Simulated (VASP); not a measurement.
# SiC (I-4m2) in VASP: further runs, part 2 of 2

VASP 6.6.1.

## (4) Single point, PBE (epitaxial xy strain -3.0%)

The input, INCAR:

```
SYSTEM = SiC
  ALGO = Normal
  EDIFF = 1E-7
  ENCUT = 520
  GGA = PE
  ISIF = 2
  ISMEAR = -1
  LASPH = .True.
  LCHARG = .False.
  LREAL = .False.
  LWAVE = .False.
  NBANDS = 11
  NELM = 80
  PREC = Accurate
  SIGMA = 0.02
```

The input, KPOINTS:

```
k-points
0
Gamma
  10 10 10
  0 0 0
```

The input, POSCAR:

```
SiC
1.0
    0.0000000000      2.1127107805      2.2192378392
    2.1127107805      0.0000000000      2.2192378392
    2.1127107805      2.1127107805      0.0000000000
Si C
1 1
Direct
    0.0000000000      0.0000000000      0.0000000000
    0.2500000000      0.2500000000      0.2500000000
```

Potentials or basis: VASP PAW PBE potentials, release 64 (Si, C).

Launch:

```console
$ cat potpaw_PBE.64/Si/POTCAR potpaw_PBE.64/C/POTCAR > POTCAR
$ mpirun -np 1 vasp_std > vasp.out
```

OUTCAR:

```text
SYSTEM = SiC
   EDIFF = 1E-7
   ENCUT = 520
   GGA = PE
   ISIF = 2
   ISMEAR = -1
   LASPH = .True.
   LREAL = .False.
   NELM = 80
   PREC = Accurate

 ion  position               nearest neighbor table
   1  0.000  0.000  0.000-   2 1.86   2 1.86   2 1.86   2 1.86
   2  0.250  0.250  0.250-   1 1.86   1 1.86   1 1.86   1 1.86

  LATTYP: Found a body centered tetragonal cell.
 ALAT       =     2.9878242392
 C/A-ratio  =     1.4855210090

  Lattice vectors:

 A1 = (  -2.1127107805,   0.0000000000,   2.2192378392)
 A2 = (   2.1127107805,   0.0000000000,   2.2192378392)
 A3 = (   0.0000000000,   2.1127107805,  -2.2192378392)

Analysis of symmetry for initial positions (statically):
=====================================================================
 Subroutine PRICEL returns:
 Original cell was already a primitive cell.

 Routine SETGRP: Setting up the symmetry group for a
 body centered tetragonal supercell.

 Subroutine GETGRP returns: Found  8 space group operations
 (whereof  8 operations were pure point group operations)
 out of a pool of 16 trial point group operations.

The static configuration has the point symmetry D_2d.

Analysis of symmetry for dynamics (positions and initial velocities):
=====================================================================
 Subroutine PRICEL returns:
 Original cell was already a primitive cell.

 Routine SETGRP: Setting up the symmetry group for a
 body centered tetragonal supercell.

 Subroutine GETGRP returns: Found  8 space group operations
 (whereof  8 operations were pure point group operations)
 out of a pool of 16 trial point group operations.

The dynamic configuration has the point symmetry D_2d.

 Subroutine INISYM returns: Found  8 space group operations
 (whereof  8 operations are pure point group operations),
 and found     1 'primitive' translations

----------------------------------------------------------------------------------------

                                     Primitive cell

  volume of cell :      19.8113

  direct lattice vectors                    reciprocal lattice vectors
     0.000000000  2.112710781  2.219237839    -0.236662777  0.236662777  0.225302575
     2.112710781  0.000000000  2.219237839     0.236662777 -0.236662777  0.225302575
     2.112710781  2.112710781  0.000000000     0.236662777  0.236662777 -0.225302575

  length of vectors
     3.064076277  3.064076277  2.987824239     0.403459775  0.403459775  0.403459775

  position of ions in fractional coordinates (direct lattice)
     0.000000000  0.000000000  0.000000000
     0.250000000  0.250000000  0.250000000

  ion indices of the primitive-cell ions
   primitive index   ion index
                 1           1
                 2           2

----------------------------------------------------------------------------------------

 KPOINTS: k-points

Automatic generation of k-mesh.
 Grid dimensions read from file:
 generate k-points for:   10   10   10

 Generating k-lattice:

  Cartesian coordinates                     Fractional coordinates (reciprocal lattice)
    -0.023666278  0.023666278  0.022530258     0.100000000  0.000000000  0.000000000
     0.023666278 -0.023666278  0.022530258     0.000000000  0.100000000  0.000000000
     0.023666278  0.023666278 -0.022530258     0.000000000  0.000000000  0.100000000

  Length of vectors
     0.040345978  0.040345978  0.040345978

  Shift w.r.t. Gamma in fractional coordinates (k-lattice)
     0.000000000  0.000000000  0.000000000

 Subroutine IBZKPT returns following result:
 ===========================================

 Found    102 irreducible k-points:

 Following reciprocal coordinates:
            Coordinates               Weight
  0.000000  0.000000  0.000000      1.000000
  0.100000  0.000000  0.000000      8.000000
  0.200000  0.000000  0.000000      8.000000
  0.300000  0.000000  0.000000      8.000000
  0.400000  0.000000  0.000000      8.000000
  0.500000  0.000000  0.000000      4.000000
[... 16 lines left out ...]
  0.300000  0.300000  0.000000      2.000000
  0.400000  0.300000  0.000000      8.000000
 [... further k-points ...]
   k-points           NKPTS =    102   k-points in BZ     NKDIM =    102   number of bands    NBANDS=     11
   number of dos      NEDOS =    301   number of ions     NIONS =      2
   total plane-waves  NPLWV =  13824
   dimension x,y,z NGX =    24 NGY =   24 NGZ =   24
   dimension x,y,z NGXF=    48 NGYF=   48 NGZF=   48
   ions per type =               1   1
   NGX,Y,Z   is equivalent  to a cutoff of  13.02, 13.02, 13.35 a.u.
   NGXF,Y,Z  is equivalent  to a cutoff of  26.04, 26.04, 26.71 a.u.
 SYSTEM =  SiC
   PREC   = accura    normal or accurate (medium, high low for compatibility)
   ISTART =      0    job   : 0-new  1-cont  2-samecut
   ICHARG =      2    charge: 1-file 2-atom 10-const
   ISPIN  =      1    spin polarized calculation?
   LNONCOLLINEAR =      F non collinear calculations
   LSORBIT =      F    spin-orbit coupling
   LASPH  =      T    aspherical Exc in radial PAW
   ENCUT  =  520.0 eV  38.22 Ry    6.18 a.u.   5.70  5.70  5.56*2*pi/ulx,y,z
   NELM   =     80;   NELMIN=  2; NELMDL= -5     # of ELM steps
   EDIFF  = 0.1E-06   stopping-criterion for ELM
   LREAL  =      F    real-space projection
   EDIFFG = 0.1E-05   stopping-criterion for IOM
   NSW    =      0    number of steps for IOM
   IBRION =     -1    ionic relax: 0-MD 1-quasi-New 2-CG
   NFREE  =      0    steps in history (QN), initial steepest desc. (CG)
   ISIF   =      2    stress and relaxation
   ISYM   =      2    0-nonsym 1-usesym 2-fastsym
   POTIM  = 0.5000    time-step for ionic-motion
   TEBEG  =    0.0;   TEEND  =   0.0 temperature during run
   PSTRESS=    0.0 pullay stress
   NELECT =       8.0000    total number of electrons
   NUPDOWN=      -1.0000    fix difference up-down
   EMIN   =  10.00;   EMAX   =-10.00  energy-range for DOS
   EFERMI =   0.00;   METHOD = LEGACY
   ISMEAR =    -1;   SIGMA  =   0.02  broadening in eV -4-tet -1-fermi 0-gaus
   EFERMI_NEDOS =   21; number of points for ismear=-14 and -15
   IALGO  =     38    algorithm
   IMIX   =      4    mixing-type and parameters
     AMIX     =   0.40;   BMIX     =  1.00
     AMIX_MAG =   1.60;   BMIX_MAG =  1.00
  volume/ion in A,a.u.               =       9.91        66.85
  Fermi-wavevector in a.u.,A,eV,Ry     =   1.210041  2.286646 19.921648  1.464200
  Thomas-Fermi vector in A             =   2.345600
   LORBIT       =      0    0 simple, 1 ext, 2 COOP (PROOUT), +10 PAW based schemes
   GGA     = PE    functional components
[... 5 lines left out ...]
 non-spin polarized calculation
  energy-cutoff  :      520.00
  volume of cell :       19.81
 maximum number of plane-waves:       548
   NGX = 11   NGY = 11   NGZ = 11

 number of electron       8.0000000 magnetization

 Free energy of the ion-electron system (eV)
  ---------------------------------------------------
  ext. energy  EPLUGINS =         0.00000000
  ---------------------------------------------------
  free energy    TOTEN  =       -14.98390488 eV

  energy without entropy =      -14.98390488  energy(sigma->0) =      -14.98390488

 E-fermi :   9.1137     XC(G=0): -11.5499

 val. band max:        8.7349963103   @ k =   0.0000   0.0000   0.0000
 cond. band min:       9.7841484157   @ k =   0.5000   0.0000   0.5000
 fundamental gap:      1.0491521054
 Fermi energy:         9.1136905786

 k-point     1 :       0.0000    0.0000    0.0000
  band No.  band energies     occupation
      1      -7.1428      2.00000
      2       8.3684      2.00000
      3       8.7350      2.00000
      4       8.7350      2.00000
      5      15.3331      0.00000
      6      16.1949      0.00000
      7      16.1949      0.00000
      8      16.3033      0.00000
      9      22.5044      0.00000
     10      24.1557      0.00000
     11      24.9751      0.00000

 k-point     2 :       0.1000    0.0000    0.0000
  band No.  band energies     occupation
      1      -6.9403      2.00000
      2       7.5708      2.00000
      3       8.3593      2.00000
      4       8.6234      2.00000
      5      15.5140      0.00000
      6      16.3628      0.00000
      7      16.4630      0.00000
      8      16.6927      0.00000
      9      21.6739      0.00000
     10      23.0225      0.00000
     11      25.2959      0.00000
[... 295 lines left out ...]
 k-point    24 :       0.4000    0.3000    0.0000
  band No.  band energies     occupation
      1      -4.0579      2.00000
      2       2.6773      2.00000
      3       5.5403      2.00000
      4       6.2560      2.00000
      5      11.7274      0.00000
      6      14.9384      0.00000
      7      20.5343      0.00000
      8      21.1293      0.00000
      9      22.5827      0.00000
     10      27.3832      0.00000
     11      30.3109      0.00000

 [... further k-points ...]
[... 5 lines left out ...]
  --------------------------------------------------------------------------------------
  -------------------------------------------------------------------------------------
  Total        2.2700969      2.2700969      0.5201539      0.0000000      0.0000000      0.0000000
  in kB      183.5866282    183.5866282     42.0657340      0.0000000      0.0000000      0.0000000
  external PRESSURE =     136.4129968 kB  Pullay stress =       0.0000000 kB

 VOLUME and BASIS-vectors are now :
 -----------------------------------------------------------------------------
  energy-cutoff  :      520.00
  volume of cell :       19.81
      direct lattice vectors                 reciprocal lattice vectors
     0.000000000  2.112710781  2.219237839    -0.236662777  0.236662777  0.225302575
     2.112710781  0.000000000  2.219237839     0.236662777 -0.236662777  0.225302575
     2.112710781  2.112710781  0.000000000     0.236662777  0.236662777 -0.225302575

 POSITION                                       TOTAL-FORCE (eV/Angst)
 -----------------------------------------------------------------------------------
      0.00000      0.00000      0.00000         0.000000      0.000000      0.000000
      1.05636      1.05636      1.10962         0.000000      0.000000     -0.000000
 -----------------------------------------------------------------------------------
    total drift:                               -0.000000     -0.000000      0.000000

  FREE ENERGIE OF THE ION-ELECTRON SYSTEM (eV)
  ---------------------------------------------------
  free  energy   TOTEN  =       -14.9839048829 eV

  energy  without entropy=      -14.9839048829  energy(sigma->0) =      -14.98390488
```

stdout:

```text
POSCAR found type information on POSCAR SiC
 POSCAR found :  2 types and       2 ions
 scaLAPACK will be used
 LDA part: xc-table for (Slater+PW92), standard interpolation
 POSCAR, INCAR and KPOINTS ok, starting setup
 FFT: planning ... GRIDC
 FFT: planning ... GRID_SOFT
 FFT: planning ... GRID
 WAVECAR not read
 entering main loop
```

It took 26 s on 1 thread of Intel Xeon 8259CL, shared host; peak memory 0.15 GiB.

What came out:

```
Free energy            : -14.9839 eV
Pressure               : 13.6 GPa
Band gap on the k mesh : 1.05 eV, indirect (least direct gap 4.53 eV)
```

Caveat: the cell differs from its parent crystal (epitaxial xy strain -3.0%).

## (5) Single point, PBE (epitaxial xy strain -2.0%)

The input, INCAR:

```
SYSTEM = SiC
PREC = Accurate ; ENCUT = 520
EDIFF = 1E-7 ; ISMEAR = -1
SIGMA = 0.02 ; LREAL = .FALSE.
LASPH = .TRUE. ; NELM = 60
ALGO = Normal ; ISIF = 2
LWAVE = .FALSE. ; LCHARG = .FALSE.
GGA = PE ; NBANDS = 11
```

The input, KPOINTS:

```
regular mesh
0
G
  10 10 10
  0 0 0
```

The input, POSCAR:

```
SiC
1.0
    0.0000000000      2.1344913040      2.2058695875
    2.1344913040      0.0000000000      2.2058695875
    2.1344913040      2.1344913040      0.0000000000
Si C
1 1
Direct
    0.0000000000      0.0000000000      0.0000000000
    0.2500000000      0.2500000000      0.2500000000
```

Launch:

```console
$ cat potpaw_PBE.64/Si/POTCAR potpaw_PBE.64/C/POTCAR > POTCAR
$ mpirun -np 1 vasp_std > vasp.out
```

Wall time 27 s (1 thread of Intel Xeon 8259CL, shared host); peak memory 0.15 GiB.

Results (log left out):

```yaml
Free_energy: -15.0210 eV
Pressure: 10.0 GPa
Band_gap_on_the_k_mesh: 1.15 eV, indirect (least direct gap 4.54 eV)
```

Stress tensor (GPa, compression positive):
```
13.06  0.00  0.00
 0.00 13.06  0.00
 0.00  0.00  3.95
```

Levels at points of the mesh, in eV from the valence-band top:
```
           k point  band 2  band 3  band 4  band 5  band 6  band 7
(0.00, 0.00, 0.00)   -0.24    0.00    0.00    6.49    7.41    7.41
(0.50, 0.00, 0.00)   -8.78   -1.35   -0.93    5.49    7.14    7.52
(0.50, 0.50, 0.00)   -8.25   -3.08   -3.08    1.46    4.73   14.39
(0.50, 0.00, 0.50)   -7.83   -3.47   -3.41    1.15    4.15   13.69
```

Caveat: the cell differs from its parent crystal (epitaxial xy strain -2.0%). A k mesh can miss the band edges.

## (6) Single point, PBE (epitaxial xy strain -1.0%)

The input, INCAR:

```
  ALGO = Normal
  EDIFF = 1E-6
  ENCUT = 520
  GGA = PE
  ISIF = 2
  ISMEAR = -1
  LASPH = T
  LCHARG = F
  LREAL = F
  LWAVE = F
  NBANDS = 11
  NELM = 100
  PREC = Accurate
  SIGMA = 0.02
```

The input, KPOINTS:

```
k-points
0
Gamma
  10 10 10
```

The input, POSCAR:

```
SiC
1.0
    0.0000000000      2.1562718275      2.1922097029
    2.1562718275      0.0000000000      2.1922097029
    2.1562718275      2.1562718275      0.0000000000
Si C
1 1
Direct
    0.0000000000      0.0000000000      0.0000000000
    0.2500000000      0.2500000000      0.2500000000
```

Potentials or basis: VASP PAW PBE potentials, release 64 (Si, C).

Launch:

```console
$ cat potpaw_PBE.64/Si/POTCAR potpaw_PBE.64/C/POTCAR > POTCAR
$ mpirun -np 1 vasp_std > vasp.out
```

OUTCAR:

```text
EDIFF = 1E-6
   ENCUT = 520
   GGA = PE
   ISIF = 2
   ISMEAR = -1
   LASPH = T
   LREAL = F
   NELM = 100
   PREC = Accurate

 ion  position               nearest neighbor table
   1  0.000  0.000  0.000-   2 1.88   2 1.88   2 1.88   2 1.88
   2  0.250  0.250  0.250-   1 1.88   1 1.88   1 1.88   1 1.88

  LATTYP: Found a body centered tetragonal cell.
 ALAT       =     3.0494288626
 C/A-ratio  =     1.4377837960

  Lattice vectors:

 A1 = (  -2.1562718275,   0.0000000000,   2.1922097029)
[... 512 lines left out ...]
      6      14.1333      0.00000
      7      20.0177      0.00000
      8      20.4090      0.00000
      9      22.1102      0.00000
     10      26.5876      0.00000
     11      29.7004      0.00000

 [... further k-points ...]
[... 5 lines left out ...]
  --------------------------------------------------------------------------------------
  -------------------------------------------------------------------------------------
  Total        1.0329134      1.0329134      0.4713153      0.0000000      0.0000000      0.0000000
  in kB       81.1811878     81.1811878     37.0427327      0.0000000      0.0000000      0.0000000
  external PRESSURE =      66.4683694 kB  Pullay stress =       0.0000000 kB

 VOLUME and BASIS-vectors are now :
 -----------------------------------------------------------------------------
  energy-cutoff  :      520.00
  volume of cell :       20.39
      direct lattice vectors                 reciprocal lattice vectors
     0.000000000  2.156271827  2.192209703    -0.231881711  0.231881711  0.228080370
     2.156271827  0.000000000  2.192209703     0.231881711 -0.231881711  0.228080370
     2.156271827  2.156271827  0.000000000     0.231881711  0.231881711 -0.228080370

 POSITION                                       TOTAL-FORCE (eV/Angst)
 -----------------------------------------------------------------------------------
      0.00000      0.00000      0.00000        -0.000000     -0.000000     -0.000000
      1.07814      1.07814      1.09610         0.000000      0.000000      0.000000
 -----------------------------------------------------------------------------------
    total drift:                                0.000000      0.000000      0.000000

  FREE ENERGIE OF THE ION-ELECTRON SYSTEM (eV)
  ---------------------------------------------------
  free  energy   TOTEN  =       -15.0451574628 eV

  energy  without entropy=      -15.0451574628  energy(sigma->0) =      -15.04515746
```

OSZICAR:

```text
N       E                     dE             d eps       ncg     rms          rms(c)
DAV:   1     0.252299849207E+01    0.25230E+01   -0.39520E+03  2348   0.612E+02
DAV:   2    -0.164036164224E+02   -0.18927E+02   -0.18209E+02  2866   0.108E+02
DAV:   3    -0.169400613069E+02   -0.53644E+00   -0.53569E+00  2768   0.152E+01
DAV:   4    -0.169419662835E+02   -0.19050E-02   -0.19048E-02  2574   0.115E+00
DAV:   5    -0.169419746290E+02   -0.83455E-05   -0.83453E-05  2762   0.707E-02    0.897E+00
DAV:   6    -0.151069970781E+02    0.18350E+01   -0.65131E+00  2487   0.115E+01    0.399E+00
DAV:   7    -0.150527978747E+02    0.54199E-01   -0.40382E-01  2685   0.362E+00    0.181E+00
DAV:   8    -0.150449431031E+02    0.78548E-02   -0.20538E-02  2571   0.954E-01    0.171E-01
DAV:   9    -0.150450472343E+02   -0.10413E-03   -0.16062E-03  2800   0.230E-01    0.113E-01
DAV:  10    -0.150451549619E+02   -0.10773E-03   -0.23093E-04  2550   0.928E-02    0.263E-02
DAV:  11    -0.150451570710E+02   -0.21091E-05   -0.40421E-05  2715   0.333E-02    0.690E-03
DAV:  12    -0.150451574628E+02   -0.39179E-06   -0.18610E-06  2123   0.822E-03
   1 F= -.15045157E+02 E0= -.15045157E+02  d E =-.392695E-11
```

stdout:

```text
POSCAR found type information on POSCAR SiC
 POSCAR found :  2 types and       2 ions
 scaLAPACK will be used
 LDA part: xc-table for (Slater+PW92), standard interpolation
 POSCAR, INCAR and KPOINTS ok, starting setup
 FFT: planning ... GRIDC
 FFT: planning ... GRID_SOFT
 FFT: planning ... GRID
 WAVECAR not read
 entering main loop
```

Run time: 26 s. Hardware: 1 thread of Intel Xeon 8259CL, shared host; peak memory 0.15 GiB.

What came out:

* Free energy: -15.0452 eV
* Pressure: 6.6 GPa
* Band gap on the k mesh: 1.25 eV, indirect (least direct gap 4.54 eV)

Stress tensor (GPa, compression positive):
```
8.12 0.00 0.00
0.00 8.12 0.00
0.00 0.00 3.70
```

Caveat: the cell differs from its parent crystal (epitaxial xy strain -1.0%).

## (7) Overview

```tsv
cell	k mesh	smearing	gap on the mesh (eV)	pressure (GPa)
a = 3.091, b = 3.091, c = 3.142 Å, angles 59.5, 59.5, 61.1°, 2 atoms	6 × 6 × 6	gaussian 0.01 eV	1.04	-2.2
a = 3.059, b = 3.059, c = 2.957 Å, angles 61.1, 61.1, 57.8°, 2 atoms	10 × 10 × 10	fermi-dirac 0.02 eV	0.94	17.5
a = 3.064, b = 3.064, c = 2.988 Å, angles 60.8, 60.8, 58.4°, 2 atoms	10 × 10 × 10	fermi-dirac 0.02 eV	1.05	13.6
a = 3.070, b = 3.070, c = 3.019 Å, angles 60.5, 60.5, 58.9°, 2 atoms	10 × 10 × 10	fermi-dirac 0.02 eV	1.15	10.0
a = 3.075, b = 3.075, c = 3.049 Å, angles 60.3, 60.3, 59.5°, 2 atoms	10 × 10 × 10	fermi-dirac 0.02 eV	1.25	6.6
```

Alike in all rows: task single point; level PBE; potentials or basis VASP PAW PBE potentials, release 64 (Si, C); no spin polarisation; cutoff (eV) 520.

Absolute energies hang on the potentials; compare differences alone.
